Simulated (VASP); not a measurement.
# TiH (I4/mmm) in VASP: notebook

The runs below take TiH through single point, with PBEsol.

All numbers are computed with VASP 6.6.1; they aren't measurements. Logs are shortened: lines on timing, memory, paths and dates and some standing lists are left out, and cuts for length are marked.

## Step 1: The cell of the first run

It takes space group I4/mmm (No. 139, tetragonal). Conventional cell: a = 2.798 Å, b = 2.798 Å, c = 4.256 Å, α = 90.00°, β = 90.00°, γ = 90.00°. Ti (site symmetry 4/mmm) has 6 H at 1.98 to 2.13 Å within 2.6 Å. H (site symmetry 4/mmm) has 6 Ti at 1.98 to 2.13 Å within 2.6 Å.

## Step 2: Single point, PBEsol (biaxial strain in the a-b plane: -4.5 %)

The input, INCAR:

```
PREC = Accurate
ENCUT = 520
EDIFF = 1E-7
ISMEAR = 0
SIGMA = 0.1
LREAL = F
LASPH = T
NELM = 60
ALGO = Normal
ISIF = 2
LWAVE = F
LCHARG = T
GGA = PS
LELF = T
LVHAR = T
NBANDS = 21
```

The input, KPOINTS:

```
Automatic mesh
0
Gamma
  14 14 10
```

The input, POSCAR:

```
TiH
1.0
    1.9786122594      1.9786122594      0.0000000000
   -1.9786122594      1.9786122594      0.0000000000
    0.0000000000      0.0000000000      4.2555702416
Ti H
2 2
Direct
    0.0000000000      0.0000000000      0.0000000000
    0.5000000000      0.5000000000      0.5000000000
    0.5000000000      0.5000000000      0.0000000000
    0.0000000000      0.0000000000      0.5000000000
```

Potentials or basis: VASP PAW PBE potentials, release 64 (Ti_sv, H).

The run is started by

```sh
$ cat potpaw_PBE.64/Ti_sv/POTCAR potpaw_PBE.64/H/POTCAR > POTCAR
$ mpirun -np 1 vasp_std > vasp.out
```

OUTCAR:

```text
PREC = Accurate
   ENCUT = 520
   EDIFF = 1E-7
   ISMEAR = 0
   LREAL = F
   LASPH = T
   NELM = 60
   ISIF = 2
   GGA = PS

 ion  position               nearest neighbor table
   1  0.000  0.000  0.000-   2 2.91   2 2.91   2 2.91   2 2.91   2 2.91   2 2.91   2 2.91   2 2.91

   2  0.500  0.500  0.500-   1 2.91   1 2.91   1 2.91   1 2.91   1 2.91   1 2.91   1 2.91   1 2.91

   3  0.500  0.500  0.000-
   4  0.000  0.000  0.500-

  LATTYP: Found a simple tetragonal cell.
 ALAT       =     2.7981802919
 C/A-ratio  =     1.5208348990

  Lattice vectors:

 A1 = (   1.9786122594,   1.9786122594,   0.0000000000)
 A2 = (  -1.9786122594,   1.9786122594,   0.0000000000)
 A3 = (   0.0000000000,   0.0000000000,   4.2555702416)

Analysis of symmetry for initial positions (statically):
=====================================================================
 Subroutine PRICEL returns following result:

  LATTYP: Found a body centered tetragonal cell.
 ALAT       =     2.7981802919
 C/A-ratio  =     1.5208348990

  Lattice vectors:

 A1 = (   1.9786122594,   0.0000000000,  -2.1277851208)
 A2 = (  -1.9786122594,   0.0000000000,  -2.1277851208)
 A3 = (   0.0000000000,   1.9786122594,   2.1277851208)

   2 primitive cells build up your supercell.

 Routine SETGRP: Setting up the symmetry group for a
 simple tetragonal supercell.

 Subroutine GETGRP returns: Found 16 space group operations
 (whereof 16 operations were pure point group operations)
 out of a pool of 16 trial point group operations.

The static configuration has the point symmetry D_4h.

Analysis of symmetry for dynamics (positions and initial velocities):
=====================================================================
 Subroutine PRICEL returns following result:

  LATTYP: Found a body centered tetragonal cell.
 ALAT       =     2.7981802919
 C/A-ratio  =     1.5208348990

  Lattice vectors:

 A1 = (   1.9786122594,   0.0000000000,  -2.1277851208)
 A2 = (  -1.9786122594,   0.0000000000,  -2.1277851208)
 A3 = (   0.0000000000,   1.9786122594,   2.1277851208)

   2 primitive cells build up your supercell.

 Routine SETGRP: Setting up the symmetry group for a
[... 94 lines left out ...]
   NGX,Y,Z   is equivalent  to a cutoff of  14.26, 14.26, 12.50 a.u.
   NGXF,Y,Z  is equivalent  to a cutoff of  28.52, 28.52, 25.00 a.u.
 SYSTEM =  unknown system
   PREC   = accura    normal or accurate (medium, high low for compatibility)
   ISTART =      0    job   : 0-new  1-cont  2-samecut
   ICHARG =      2    charge: 1-file 2-atom 10-const
   ISPIN  =      1    spin polarized calculation?
   LNONCOLLINEAR =      F non collinear calculations
   LSORBIT =      F    spin-orbit coupling
   LASPH  =      T    aspherical Exc in radial PAW
   ENCUT  =  520.0 eV  38.22 Ry    6.18 a.u.   5.20  5.20  7.91*2*pi/ulx,y,z
   NELM   =     60;   NELMIN=  2; NELMDL= -5     # of ELM steps
   EDIFF  = 0.1E-06   stopping-criterion for ELM
   LREAL  =      F    real-space projection
   EDIFFG = 0.1E-05   stopping-criterion for IOM
   NSW    =      0    number of steps for IOM
   IBRION =     -1    ionic relax: 0-MD 1-quasi-New 2-CG
   NFREE  =      0    steps in history (QN), initial steepest desc. (CG)
   ISIF   =      2    stress and relaxation
   ISYM   =      2    0-nonsym 1-usesym 2-fastsym
   POTIM  = 0.5000    time-step for ionic-motion
   TEBEG  =    0.0;   TEEND  =   0.0 temperature during run
   PSTRESS=    0.0 pullay stress
   NELECT =      26.0000    total number of electrons
   NUPDOWN=      -1.0000    fix difference up-down
   EMIN   =  10.00;   EMAX   =-10.00  energy-range for DOS
   EFERMI =   0.00;   METHOD = LEGACY
   ISMEAR =     0;   SIGMA  =   0.10  broadening in eV -4-tet -1-fermi 0-gaus
   EFERMI_NEDOS =   21; number of points for ismear=-14 and -15
   IALGO  =     38    algorithm
   IMIX   =      4    mixing-type and parameters
     AMIX     =   0.40;   BMIX     =  1.00
     AMIX_MAG =   1.60;   BMIX_MAG =  1.00
  volume/ion in A,a.u.               =       8.33        56.21
  Fermi-wavevector in a.u.,A,eV,Ry     =   1.507172  2.848143 30.906563  2.271568
  Thomas-Fermi vector in A             =   2.617793
   LORBIT       =      0    0 simple, 1 ext, 2 COOP (PROOUT), +10 PAW based schemes
   GGA     = PS    functional components
   LHFCALC =     F    Hartree Fock is set to
   AEXX    =    0.0000 exact exchange contribution
   IVDW    =     0    specifies the selected vdW correction
   LEPSILON=     F    determine dielectric tensor
   LRPA    =     F    only Hartree local field effects (RPA)
 non-spin polarized calculation
 Gauss-broadening in eV      SIGMA  =   0.10
  energy-cutoff  :      520.00
  volume of cell :       33.32
 maximum number of plane-waves:       920
 NGX is ok and might be reduce to    24
   NGX = 11   NGY = 11   NGZ = 15

 number of electron      25.9999984 magnetization

 Free energy of the ion-electron system (eV)
  ---------------------------------------------------
  ext. energy  EPLUGINS =         0.00000000
  ---------------------------------------------------
  free energy    TOTEN  =       -24.78702078 eV

  energy without entropy =      -24.76858678  energy(sigma->0) =      -24.77780378

 E-fermi :   9.6690     XC(G=0): -12.5007

 val. band max:        9.6656181117   @ k =   0.3571   0.2143   0.3000
 cond. band min:       9.6698831374   @ k =   0.2857   0.2857   0.2000
 fundamental gap:      0.0042650257
 Fermi energy:         9.6689682380

 k-point     1 :       0.0000    0.0000    0.0000
  band No.  band energies     occupation
      1     -46.6545      2.00000
      2     -46.4752      2.00000
      3     -23.3061      2.00000
      4     -22.8156      2.00000
      5     -22.8156      2.00000
      6     -22.5892      2.00000
[... 565 lines left out ...]
     20      15.4411      0.00000
     21      17.4622      0.00000

 [... further k-points ...]
[... 5 lines left out ...]
  --------------------------------------------------------------------------------------
  -------------------------------------------------------------------------------------
  Total        2.2558051      2.2558051      2.1951443      0.0000000     -0.0000000      0.0000000
  in kB      108.4683421    108.4683421    105.5515248      0.0000000     -0.0000000      0.0000000
  external PRESSURE =     107.4960697 kB  Pullay stress =       0.0000000 kB

 VOLUME and BASIS-vectors are now :
 -----------------------------------------------------------------------------
  energy-cutoff  :      520.00
  volume of cell :       33.32
      direct lattice vectors                 reciprocal lattice vectors
     1.978612259  1.978612259  0.000000000     0.252702366  0.252702366  0.000000000
    -1.978612259  1.978612259  0.000000000    -0.252702366  0.252702366  0.000000000
     0.000000000  0.000000000  4.255570242     0.000000000  0.000000000  0.234986134

 POSITION                                       TOTAL-FORCE (eV/Angst)
 -----------------------------------------------------------------------------------
      0.00000      0.00000      0.00000        -0.000000      0.000000      0.000000
      0.00000      1.97861      2.12779        -0.000000      0.000000     -0.000000
      0.00000      1.97861      0.00000         0.000000     -0.000000      0.000000
      0.00000      0.00000      2.12779         0.000000     -0.000000      0.000000
 -----------------------------------------------------------------------------------
    total drift:                               -0.000000      0.000000     -0.000000

  FREE ENERGIE OF THE ION-ELECTRON SYSTEM (eV)
  ---------------------------------------------------
  free  energy   TOTEN  =       -24.7870207839 eV

  energy  without entropy=      -24.7685867757  energy(sigma->0) =      -24.77780378
```

Wall time 88 s (1 thread of AMD EPYC 7R13 (Zen 3), shared host); peak memory 0.22 GiB.

What came out:

```yaml
Free_energy: -24.7870 eV
Pressure: 10.7 GPa
Band_gap_on_the_k_mesh: zero (bands 13 and 14 overlap by 3.55 eV)
```

Stress tensor (GPa, compression positive):
```
10.85  0.00  0.00
 0.00 10.85  0.00
 0.00  0.00 10.56
```

Levels at points of the mesh, in eV from the Fermi level:
| k point | band 10 | band 11 | band 12 | band 13 | band 14 | band 15 | band 16 | band 17 |
| --- | --- | --- | --- | --- | --- | --- | --- | --- |
| (0.00, 0.00, 0.00) | -7.35 | -2.04 | 0.28 | 0.98 | 0.98 | 1.13 | 1.95 | 2.73 |
| (0.50, 0.00, 0.00) | -6.08 | -1.31 | -1.31 | -1.04 | -1.04 | 1.26 | 1.26 | 2.62 |
| (0.50, 0.50, 0.00) | -7.30 | -2.12 | -2.12 | 2.45 | 2.45 | 3.55 | 3.55 | 3.84 |
| (0.00, 0.00, 0.50) | -8.18 | -1.01 | -1.01 | 0.05 | 0.05 | 2.18 | 2.18 | 2.18 |
| (0.50, 0.00, 0.50) | -5.06 | -3.35 | -3.35 | -0.04 | -0.04 | 0.58 | 0.58 | 3.55 |
| (0.50, 0.50, 0.50) | -6.66 | -0.69 | -0.69 | -0.69 | -0.69 | 1.62 | 1.62 | 4.34 |

Caveat: the cell differs from its parent crystal (biaxial strain in the a-b plane: -4.5 %); the cell stands under pressure; the PAW data sets were made with another functional, which shifts forces and pressure a little.

[end of part 1 of 2]
